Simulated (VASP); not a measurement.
Write the native input for VASP 6.6.1 that does the following.

```
Task                   : single point
Functional             : PBE
Potentials or basis    : VASP PAW PBE potentials, release 64 (Al, As)
Cutoff                 : 500 eV
k mesh                 : 8 × 8 × 8
Occupations            : gaussian, width 0.05 eV
Spin                   : no spin polarisation
Dipole correction      : no
Further INCAR settings : ALGO = Normal; EDIFF = 1e-06; NBANDS = 11
```

The structure of AlAs lies in POSCAR:

```
AlAs
1.0
    0.0000000000      2.7596400000      2.7596400000
    2.7596400000      0.0000000000      2.7596400000
    2.7596400000      2.7596400000      0.0000000000
Al As
1 1
Direct
    0.0000000000      0.0000000000      0.0000000000
    0.7500000000      0.7500000000      0.7500000000
```

This cell differs from its parent crystal: strain -0.025 along x and y, -0.025 along z.

One way to write it, as run:

INCAR

```
SYSTEM = AlAs
PREC = Accurate
ENCUT = 500
EDIFF = 1E-6
ISMEAR = 0
SIGMA = 0.05
LREAL = .FALSE.
LASPH = .TRUE.
NELM = 120
ALGO = Normal
ISIF = 2
LWAVE = .FALSE.
LCHARG = .FALSE.
GGA = PE
NBANDS = 11
GGA_COMPAT = .FALSE.
```

KPOINTS

```
Automatic mesh
0
G
  8 8 8
  0 0 0
```

Potentials or basis: VASP PAW PBE potentials, release 64 (Al, As).

Command:

```sh
$ cat potpaw_PBE.64/Al/POTCAR potpaw_PBE.64/As/POTCAR > POTCAR
$ mpirun -np 1 vasp_std > vasp.out
```

Results of the run:

| Property | Result |
| --- | --- |
| Pressure | 9.8 GPa |
| Band gap on the k mesh | 1.29 eV, indirect (least direct gap 2.68 eV) |

Caveat: the cell differs from its parent crystal (strain -0.025 along x and y, -0.025 along z).

Run time: 13 s on 1 thread of Intel(R) Xeon(R) Platinum 8175M CPU @ 2.50GHz (Skylake/Cascade Lake) (shared host), peak memory 0.15 GiB.
